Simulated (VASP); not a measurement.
# KTaO3 (Pm-3m) in VASP: settings compared

The runs below take KTaO3 through single point, relaxation of cell and atoms, with r2SCAN+U, r2SCAN, BLYP+D4.

Program: VASP 6.6.1. These are calculated values, not measurements. Logs are shortened: lines on timing, memory, paths and dates and some standing lists are left out, and cuts for length are marked.

**1. The cell of the first run**

It takes space group Pm-3m (No. 221, cubic). The conventional cell has a = 4.010 Å, b = 4.010 Å, c = 4.010 Å, α = 90.00°, β = 90.00°, γ = 90.00°. Ta (site symmetry m-3m) has 6 O at 2.00 Å within 2.7 Å. Within 3.7 Å of K (site symmetry m-3m) lie 12 O at 2.84 Å and 8 Ta at 3.47 Å. O (site symmetry 4/mmm) has 2 Ta at 2.00 Å within 2.7 Å.

**2. Single point, r2SCAN+U**

The input, POSCAR:

```
KTaO3
1.0
    4.0095017183      0.0000000000      0.0000000000
    0.0000000000      4.0095017183      0.0000000000
    0.0000000000      0.0000000000      4.0095017183
Ta K O
1 1 3
Direct
    0.0000000000      0.0000000000      0.0000000000
    0.5000000000      0.5000000000      0.5000000000
    0.0000000000      0.0000000000      0.5000000000
    0.0000000000      0.5000000000      0.0000000000
    0.5000000000      0.0000000000      0.0000000000
```

The input, INCAR.step1:

```
ALGO = Normal ; EDIFF = 1E-4
ENCUT = 520 ; GGA = PE
ISMEAR = -1 ; LASPH = T
LCHARG = F ; LDAU = T
LDAUJ = 0 0 0 ; LDAUL = 2 -1 -1
LDAUTYPE = 2 ; LDAUU = 8 0 0
LMAXMIX = 4 ; LREAL = F
LWAVE = T ; NBANDS = 27
NELM = 150 ; PREC = Accurate
SIGMA = 0.05
```

The input, INCAR.step2:

```
ALGO = Normal ; EDIFF = 1E-7
ENCUT = 520 ; ISIF = 2
ISMEAR = -1 ; ISTART = 1
LASPH = T ; LCHARG = F
LDAU = T ; LDAUJ = 0 0 0
LDAUL = 2 -1 -1 ; LDAUPRINT = 1
LDAUTYPE = 2 ; LDAUU = 8 0 0
LMAXMIX = 4 ; LMIXTAU = T
LREAL = F ; LWAVE = F
METAGGA = R2SCAN ; NBANDS = 27
NELM = 150 ; PREC = Accurate
SIGMA = 0.05
```

The input, KPOINTS:

```
k-points
0
Gamma
  7 7 7
```

Potentials or basis: VASP PAW PBE potentials, release 64 (Ta_pv, K_sv, O).

Run with:

```sh
$ cat potpaw_PBE.64/Ta_pv/POTCAR potpaw_PBE.64/K_sv/POTCAR potpaw_PBE.64/O/POTCAR > POTCAR
$ cp INCAR.step1 INCAR
$ mpirun -np 1 vasp_std > vasp.out
$ cp INCAR.step2 INCAR
$ mpirun -np 1 vasp_std > vasp.out
```

OUTCAR:

```text
EDIFF = 1E-7
   ENCUT = 520
   ISIF = 2
   ISMEAR = -1
   ISTART = 1
   LASPH = T
   LREAL = F
   METAGGA = R2SCAN
   NELM = 150
   PREC = Accurate

 ion  position               nearest neighbor table
   1  0.000  0.000  0.000-   3 2.00   4 2.00   5 2.00   3 2.00   4 2.00   5 2.00   2 3.47   2 3.47
                             2 3.47   2 3.47   2 3.47   2 3.47   2 3.47   2 3.47
   2  0.500  0.500  0.500-   3 2.84   4 2.84   5 2.84   4 2.84   5 2.84   3 2.84   5 2.84   5 2.84
                             3 2.84   4 2.84   4 2.84   3 2.84   1 3.47   1 3.47   1 3.47   1 3.47
   3  0.000  0.000  0.500-   1 2.00   1 2.00   2 2.84   2 2.84   2 2.84   2 2.84
   4  0.000  0.500  0.000-   1 2.00   1 2.00   2 2.84   2 2.84   2 2.84   2 2.84
   5  0.500  0.000  0.000-   1 2.00   1 2.00   2 2.84   2 2.84   2 2.84   2 2.84

  LATTYP: Found a simple cubic cell.
 ALAT       =     4.0095017183

  Lattice vectors:

 A1 = (   4.0095017183,   0.0000000000,   0.0000000000)
 A2 = (   0.0000000000,   4.0095017183,   0.0000000000)
 A3 = (   0.0000000000,   0.0000000000,   4.0095017183)

Analysis of symmetry for initial positions (statically):
=====================================================================
 Subroutine PRICEL returns:
 Original cell was already a primitive cell.

 Routine SETGRP: Setting up the symmetry group for a
 simple cubic supercell.

 Subroutine GETGRP returns: Found 48 space group operations
 (whereof 48 operations were pure point group operations)
 out of a pool of 48 trial point group operations.

The static configuration has the point symmetry O_h .

Analysis of symmetry for dynamics (positions and initial velocities):
=====================================================================
 Subroutine PRICEL returns:
 Original cell was already a primitive cell.

 Routine SETGRP: Setting up the symmetry group for a
 simple cubic supercell.

 Subroutine GETGRP returns: Found 48 space group operations
 (whereof 48 operations were pure point group operations)
 out of a pool of 48 trial point group operations.

The dynamic configuration has the point symmetry O_h .

 Subroutine INISYM returns: Found 48 space group operations
 (whereof 48 operations are pure point group operations),
 and found     1 'primitive' translations

----------------------------------------------------------------------------------------

                                     Primitive cell

  volume of cell :      64.4572

  direct lattice vectors                    reciprocal lattice vectors
     4.009501718  0.000000000  0.000000000     0.249407550  0.000000000  0.000000000
     0.000000000  4.009501718  0.000000000     0.000000000  0.249407550  0.000000000
     0.000000000  0.000000000  4.009501718     0.000000000  0.000000000  0.249407550

  length of vectors
     4.009501718  4.009501718  4.009501718     0.249407550  0.249407550  0.249407550

  position of ions in fractional coordinates (direct lattice)
     0.000000000  0.000000000  0.000000000
     0.500000000  0.500000000  0.500000000
     0.000000000  0.000000000  0.500000000
     0.000000000  0.500000000  0.000000000
     0.500000000  0.000000000  0.000000000

  ion indices of the primitive-cell ions
   primitive index   ion index
                 1           1
                 2           2
                 3           3
                 4           4
                 5           5

----------------------------------------------------------------------------------------

 KPOINTS: k-points

Automatic generation of k-mesh.
 Grid dimensions read from file:
 generate k-points for:    7    7    7

 Generating k-lattice:

  Cartesian coordinates                     Fractional coordinates (reciprocal lattice)
     0.035629650  0.000000000  0.000000000     0.142857143  0.000000000  0.000000000
     0.000000000  0.035629650  0.000000000     0.000000000  0.142857143  0.000000000
     0.000000000  0.000000000  0.035629650     0.000000000  0.000000000  0.142857143

  Length of vectors
     0.035629650  0.035629650  0.035629650

  Shift w.r.t. Gamma in fractional coordinates (k-lattice)
     0.000000000  0.000000000  0.000000000

 Subroutine IBZKPT returns following result:
 ===========================================

 Found     20 irreducible k-points:

 Following reciprocal coordinates:
            Coordinates               Weight
  0.000000  0.000000  0.000000      1.000000
  0.142857  0.000000  0.000000      6.000000
  0.285714  0.000000  0.000000      6.000000
  0.428571  0.000000  0.000000      6.000000
  0.142857  0.142857  0.000000     12.000000
  0.285714  0.142857  0.000000     24.000000
[... 12 lines left out ...]
  0.428571  0.428571  0.285714     24.000000
  0.428571  0.428571  0.428571      8.000000
   k-points           NKPTS =     20   k-points in BZ     NKDIM =     20   number of bands    NBANDS=     27
   number of dos      NEDOS =    301   number of ions     NIONS =      5
   total plane-waves  NPLWV =  27000
[... 68 lines left out ...]

spin component  2

  0.1066 -0.0000 -0.0000  0.0000  0.0000
 -0.0000  0.1066 -0.0000  0.0000  0.0000
 -0.0000 -0.0000  0.2627 -0.0000 -0.0000
  0.0000  0.0000 -0.0000  0.1066 -0.0000
  0.0000  0.0000 -0.0000 -0.0000  0.2627

 occupancies and eigenvectors

  o =  0.1066  v =  0.0000 -0.9854 -0.0000  0.1704 -0.0000  0.0000  0.0000  0.0000  0.0000  0.0000      0.0000  0.0000  0.0000  0.0000  0.0000  0.0000  0.0000  0.0000  0.0000  0.0000
  o =  0.1066  v =  0.0000  0.0000  0.0000  0.0000  0.0000  0.0000 -0.9854 -0.0000  0.1704 -0.0000      0.0000  0.0000  0.0000  0.0000  0.0000  0.0000  0.0000  0.0000  0.0000  0.0000
  o =  0.1066  v =  0.0000  0.1704  0.0000  0.9854  0.0000  0.0000  0.0000  0.0000  0.0000  0.0000      0.0000  0.0000  0.0000  0.0000  0.0000  0.0000  0.0000  0.0000  0.0000  0.0000
  o =  0.1066  v =  0.0000  0.0000  0.0000  0.0000  0.0000  0.0000  0.1704  0.0000  0.9854  0.0000      0.0000  0.0000  0.0000  0.0000  0.0000  0.0000  0.0000  0.0000  0.0000  0.0000
  o =  0.1066  v =  0.0000  0.0000  0.0000  0.0000  0.0000  1.0000  0.0000  0.0000  0.0000  0.0000      0.0000  0.0000  0.0000  0.0000  0.0000  0.0000  0.0000  0.0000  0.0000  0.0000
  o =  0.1066  v =  1.0000  0.0000  0.0000  0.0000  0.0000  0.0000  0.0000  0.0000  0.0000  0.0000      0.0000  0.0000  0.0000  0.0000  0.0000  0.0000  0.0000  0.0000  0.0000  0.0000
  o =  0.2627  v =  0.0000  0.0000  0.0000  0.0000  0.0000  0.0000 -0.0000  1.0000 -0.0000 -0.0026      0.0000  0.0000  0.0000  0.0000  0.0000  0.0000  0.0000  0.0000  0.0000  0.0000
  o =  0.2627  v =  0.0000 -0.0000  1.0000 -0.0000 -0.0026  0.0000  0.0000  0.0000  0.0000  0.0000      0.0000  0.0000  0.0000  0.0000  0.0000  0.0000  0.0000  0.0000  0.0000  0.0000
  o =  0.2627  v =  0.0000 -0.0000  0.0026 -0.0000  1.0000  0.0000  0.0000  0.0000  0.0000  0.0000      0.0000  0.0000  0.0000  0.0000  0.0000  0.0000  0.0000  0.0000  0.0000  0.0000
  o =  0.2627  v =  0.0000  0.0000  0.0000  0.0000  0.0000  0.0000 -0.0000  0.0026 -0.0000  1.0000      0.0000  0.0000  0.0000  0.0000  0.0000  0.0000  0.0000  0.0000  0.0000  0.0000

 number of electron      37.9999977 magnetization

 Free energy of the ion-electron system (eV)
  ---------------------------------------------------
  ext. energy  EPLUGINS =         0.00000000
  ---------------------------------------------------
  free energy    TOTEN  =       -81.30837580 eV

  energy without entropy =      -81.30837580  energy(sigma->0) =      -81.30837580

 E-fermi :   2.7638     XC(G=0): -11.4784

 val. band max:        1.5515862576   @ k =   0.4286   0.4286   0.4286
 cond. band min:       5.4601984693   @ k =   0.0000   0.0000   0.0000
 fundamental gap:      3.9086122117
 Fermi energy:         2.7638391216

 k-point     1 :       0.0000    0.0000    0.0000
  band No.  band energies     occupation
      1     -35.3776      2.00000
      2     -35.3776      2.00000
      3     -35.3776      2.00000
      4     -26.8996      2.00000
      5     -17.0035      2.00000
      6     -16.1540      2.00000
[... 19 lines left out ...]
     26      10.1598      0.00000
     27      10.1598      0.00000

 k-point     2 :       0.1429    0.0000    0.0000
  band No.  band energies     occupation
      1     -35.3919      2.00000
      2     -35.3771      2.00000
      3     -35.3771      2.00000
      4     -26.8950      2.00000
      5     -16.9436      2.00000
      6     -16.1500      2.00000
[... 532 lines left out ...]
 k-point    20 :       0.4286    0.4286    0.4286
  band No.  band energies     occupation
      1     -35.4434      2.00000
      2     -35.4433      2.00000
      3     -35.4433      2.00000
      4     -26.8493      2.00000
      5     -15.5377      2.00000
      6     -15.4722      2.00000
[... 19 lines left out ...]
     26      11.3960      0.00000
     27      13.4201      0.00000

------------------------ aborting loop because EDIFF is reached ----------------------------------------

  FORCE on cell =-STRESS in cart. coord.  units (eV):
  Direction    XX          YY          ZZ          XY          YZ          ZX
  --------------------------------------------------------------------------------------
  -------------------------------------------------------------------------------------
  Total        2.4915269      2.4915269      2.4915269     -0.0000000     -0.0000000      0.0000000
  in kB       61.9305511     61.9305511     61.9305511     -0.0000000     -0.0000000      0.0000000
  external PRESSURE =      61.9305511 kB  Pullay stress =       0.0000000 kB

 VOLUME and BASIS-vectors are now :
 -----------------------------------------------------------------------------
  energy-cutoff  :      520.00
  volume of cell :       64.46
      direct lattice vectors                 reciprocal lattice vectors
     4.009501718  0.000000000  0.000000000     0.249407550  0.000000000  0.000000000
     0.000000000  4.009501718  0.000000000     0.000000000  0.249407550  0.000000000
     0.000000000  0.000000000  4.009501718     0.000000000  0.000000000  0.249407550

 POSITION                                       TOTAL-FORCE (eV/Angst)
 -----------------------------------------------------------------------------------
      0.00000      0.00000      0.00000         0.000000      0.000000      0.000000
      2.00475      2.00475      2.00475         0.000000      0.000000      0.000000
      0.00000      0.00000      2.00475         0.000000      0.000000      0.000000
      0.00000      2.00475      0.00000         0.000000      0.000000      0.000000
      2.00475      0.00000      0.00000         0.000000      0.000000      0.000000
 -----------------------------------------------------------------------------------
    total drift:                                0.000000     -0.000000      0.000000

  FREE ENERGIE OF THE ION-ELECTRON SYSTEM (eV)
  ---------------------------------------------------
  free  energy   TOTEN  =       -81.3083758006 eV

  energy  without entropy=      -81.3083758006  energy(sigma->0) =      -81.30837580
```

It took 2.4 min on 1 thread of AMD EPYC 7R13, shared host; peak memory 0.19 GiB.

Results:

```yaml
Free_energy: -81.3084 eV
Pressure: 6.2 GPa
Band_gap_on_the_k_mesh: 3.91 eV (least direct gap 4.61 eV)
```

Eigenvalues of the final occupation matrices:
```tsv
site	spin	trace	eigenvalues
site 1 d	1	0.85	0.11 0.11 0.11 0.26 0.26
site 1 d	2	0.85	0.11 0.11 0.11 0.26 0.26
```

Caveat: the cell stands under pressure; the PAW data sets were made with another functional, which shifts forces and pressure a little; spin-orbit coupling is left out, which moves the levels of the heavy elements; an odd mesh through Γ misses points on the zone boundary, where band edges can lie.

**3. Relaxation of cell and atoms, r2SCAN**

This run uses another cell than the first one, of 12.69 Å³/atom.

Edit POSCAR of step 2 so:

```diff
@@ -2,5 +2,5 @@
 1.0
-    4.0095017183      0.0000000000      0.0000000000
-    0.0000000000      4.0095017183      0.0000000000
-    0.0000000000      0.0000000000      4.0095017183
+    3.9883000000      0.0000000000      0.0000000000
+    0.0000000000      3.9883000000      0.0000000000
+    0.0000000000      0.0000000000      3.9883000000
 Ta K O
```

The input, INCAR.step1:

```
SYSTEM = KTaO3
ALGO     = Normal         ! electronic algorithm
EDIFF    = 1E-4           ! SCF threshold, eV
ENCUT    = 600            ! plane-wave cutoff, eV
GGA      = PE             ! functional
ISMEAR   = -1             ! smearing method
LASPH    = .True.         ! aspherical terms in the spheres
LCHARG   = .False.        ! write CHGCAR
LREAL    = .False.        ! projectors in reciprocal space
LWAVE    = .True.         ! write WAVECAR
NELM     = 100            ! most SCF steps
PREC     = Accurate       ! precision mode
SIGMA    = 0.05           ! smearing width, eV
```

The input, INCAR.step2:

```
SYSTEM = KTaO3
ALGO     = Normal         ! electronic algorithm
EDIFF    = 1E-6           ! SCF threshold, eV
EDIFFG   = -0.01          ! ionic threshold
ENCUT    = 600            ! plane-wave cutoff, eV
IBRION   = 2              ! ionic algorithm
ISIF     = 3              ! what is computed and relaxed
ISMEAR   = -1             ! smearing method
ISTART   = 1            
LASPH    = .True.         ! aspherical terms in the spheres
LCHARG   = .False.        ! write CHGCAR
LMIXTAU  = .True.       
LREAL    = .False.        ! projectors in reciprocal space
LWAVE    = .False.        ! write WAVECAR
METAGGA  = R2SCAN         ! meta-GGA
NELM     = 100            ! most SCF steps
NSW      = 60             ! ionic steps
PREC     = Accurate       ! precision mode
SIGMA    = 0.05           ! smearing width, eV
```

The input, KPOINTS:

```
k-points
0
Gamma
  7 7 7
  0 0 0
```

Potentials or basis: VASP PAW PBE potentials, release 64 (Ta_pv, K_sv, O).

Run with:

```sh
$ cat potpaw_PBE.64/Ta_pv/POTCAR potpaw_PBE.64/K_sv/POTCAR potpaw_PBE.64/O/POTCAR > POTCAR
$ cp INCAR.step1 INCAR
$ mpirun -np 1 vasp_std > vasp.out
$ cp INCAR.step2 INCAR
$ mpirun -np 1 vasp_std > vasp.out
```

Run time: 3.5 min. Hardware: 1 thread of AMD EPYC 7R13, shared host; peak memory 0.22 GiB.

Results (log left out):

- Free energy: -87.1750 eV
- Relaxed volume: 12.75 Å³/atom
- Relaxed cell: a = 3.995 Å, b = 3.995 Å, c = 3.995 Å, α = 90.00°, β = 90.00°, γ = 90.00°
- Space group after relaxing (to 0.1 Å): Pm-3m (No. 221)
- Energy gained by relaxing: 0.2 meV/atom
- Ionic steps: 3
- Pressure after relaxing: 0.0 GPa
- Band gap on the k mesh: 2.65 eV (least direct gap 3.24 eV)

Step by step:
```
step  energy change (eV)  largest force (eV/Å)  pressure (GPa)  volume (Å³)
   1              0.0000                0.0000            1.04        63.44
   2              0.0011                0.0000           -1.47        64.20
   3             -0.0010                0.0000            0.01        63.75
```

Final structure:
```yaml
crystal:
  lattice:
    - [3.99480, 0.00000, 0.00000]
    - [0.00000, 3.99480, 0.00000]
    - [0.00000, 0.00000, 3.99480]
  atoms:
    - { symbol: Ta, position: [0.00000, 0.00000, 0.00000] }
    - { symbol: K, position: [0.50000, 0.50000, 0.50000] }
    - { symbol: O, position: [0.00000, 0.00000, 0.50000] }
    - { symbol: O, position: [0.00000, 0.50000, 0.00000] }
    - { symbol: O, position: [0.50000, 0.00000, 0.00000] }
```

Levels at points of the mesh, in eV from the valence-band top:
```tsv
k point	band 15	band 16	band 17	band 18	band 19	band 20	band 21	band 22	band 23
(0.00, 0.00, 0.00)	-1.03	-1.03	-0.59	-0.59	-0.59	2.65	2.65	2.65	7.08
```

Caveat: the PAW data sets were made with another functional, which shifts forces and pressure a little; spin-orbit coupling is left out, which moves the levels of the heavy elements; an odd mesh through Γ misses points on the zone boundary, where band edges can lie. Zero-point motion and thermal expansion aren't in these numbers.

**4. Relaxation of cell and atoms, BLYP+D4**

This run uses another cell than the first one, of 12.69 Å³/atom.

The input, INCAR:

```
PREC = Accurate
ENCUT = 700
EDIFF = 1E-7
ISMEAR = -1
SIGMA = 0.05
LREAL = False
LASPH = True
NELM = 120
ALGO = Normal
ISIF = 3
LWAVE = False
LCHARG = False
GGA = B5
ALDAX = 1.0
AGGAX = 1.0
AGGAC = 1.0
ALDAC = 0.0
IVDW = 13
VDW_S6 = 1.0
VDW_S8 = 2.34076671
VDW_A1 = 0.44488865
VDW_A2 = 4.0933009
IBRION = 2
NSW = 60
EDIFFG = -0.01
GGA_COMPAT = False
NELMIN = 4
```

The input, KPOINTS:

```
regular mesh
0
Gamma
  7 7 7
```

POSCAR is that of step 3.

Potentials or basis: VASP PAW PBE potentials, release 64 (Ta_sv_GW, K_sv, O).

Run with:

```sh
$ cat potpaw_PBE.64/Ta_sv_GW/POTCAR potpaw_PBE.64/K_sv/POTCAR potpaw_PBE.64/O/POTCAR > POTCAR
$ mpirun -np 1 vasp_std > vasp.out
```

Wall time 4.7 min (1 thread of Intel Xeon Platinum 8259CL at 2.50GHz (Skylake/Cascade Lake), shared host); peak memory 0.25 GiB.

It converged, with:

```yaml
Free_energy: -43.2388 eV
Relaxed_volume: 13.13 Å³/atom
Relaxed_cell: a = 4.034 Å, b = 4.034 Å, c = 4.034 Å, α = 90.00°, β = 90.00°, γ = 90.00°
Space_group_after_relaxing_to_0.1_Å: Pm-3m (No. 221)
Energy_gained_by_relaxing: 9.2 meV/atom
Ionic_steps: 3
Pressure_after_relaxing: -0.1 GPa
Band_gap_on_the_k_mesh: 2.22 eV (least direct gap 2.79 eV)
Dispersion_energy_per_atom: -0.283 eV
```

The path:
```
step  energy change (eV)  largest force (eV/Å)  pressure (GPa)  volume (Å³)
   1              0.0000                0.0000            6.90        63.44
   2              0.0252                0.0000           -7.45        68.59
   3             -0.0460                0.0000           -0.08        65.67
```

Final structure:
```xyz
5
Lattice="4.0344 0.0000 0.0000 0.0000 4.0344 0.0000 0.0000 0.0000 4.0344" Properties=species:S:1:pos:R:3 pbc="T T T"
Ta    0.0000    0.0000    0.0000
K     2.0172    2.0172    2.0172
O     0.0000    0.0000    2.0172
O     0.0000    2.0172    0.0000
O     2.0172    0.0000    0.0000
```

Levels at points of the mesh, in eV from the valence-band top:
```
           k point  band 16  band 17  band 18  band 19  band 20  band 21  band 22  band 23  band 24
(0.00, 0.00, 0.00)    -0.93    -0.93    -0.57    -0.57    -0.57     2.22     2.22     2.22     6.49
```

Caveat: the PAW data sets were made with another functional, which shifts forces and pressure a little; spin-orbit coupling is left out, which moves the levels of the heavy elements; an odd mesh through Γ misses points on the zone boundary, where band edges can lie. Zero-point motion and thermal expansion aren't in these numbers.

**5. Summary**

| task | level | potentials or basis | U | cell | cutoff (eV) | gap on the mesh (eV) | pressure (GPa) | relaxed volume (Å³/atom) |
| --- | --- | --- | --- | --- | --- | --- | --- | --- |
| single point | r2SCAN+U | VASP PAW PBE potentials, release 64 (Ta_pv, K_sv, O) | Ta d U = 8.0 eV | a = 4.010 Å, 5 atoms | 520 | 3.91 | 6.2 | - |
| relaxation of cell and atoms | r2SCAN | VASP PAW PBE potentials, release 64 (Ta_pv, K_sv, O) | - | relaxed from a = 3.988 Å, 5 atoms | 600 | 2.65 | 0.0 | 12.75 |
| relaxation of cell and atoms | BLYP+D4 | VASP PAW PBE potentials, release 64 (Ta_sv_GW, K_sv, O) | - | relaxed from a = 3.988 Å, 5 atoms | 700 | 2.22 | -0.1 | 13.13 |

Alike in all rows: no spin polarisation; k mesh 7 × 7 × 7; smearing fermi-dirac 0.05 eV.

Caveats: the PAW data sets were made with another functional, which shifts forces and pressure a little; spin-orbit coupling is left out, which moves the levels of the heavy elements; an odd mesh through Γ misses points on the zone boundary, where band edges can lie; the cell stands under pressure (at least some runs).

Total energies depend on the potentials used, so only differences within one code and one set of settings carry meaning.
